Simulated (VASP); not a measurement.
Os:

```
Os
1.0
     2.75593    0.00000    0.00000
    -1.37796    2.38670    0.00000
     0.00000    0.00000    4.34265
Os
2
Direct
  0.33333 0.66667 0.25000
  0.66667 0.33333 0.75000
```

Program: VASP 6.6.1. Alike in all runs: task single point; level PBE; potentials or basis VASP PAW PBE potentials, release 64 (Os); no spin polarisation; cell as given; k mesh 13 × 13 × 7; cutoff (eV) 520.

Question: Order these runs on this cell by their pressure, lowest first.
A. smearing gaussian 1 eV
B. smearing methfessel-paxton 0.01 eV
C. smearing fermi-dirac 1 eV

Answer: B (-0.4 GPa), A (2.9 GPa), C (25.4 GPa).

Caveats: so wide a smearing shifts energies and pressures (at least some runs); the cell stands under pressure (at least some runs).
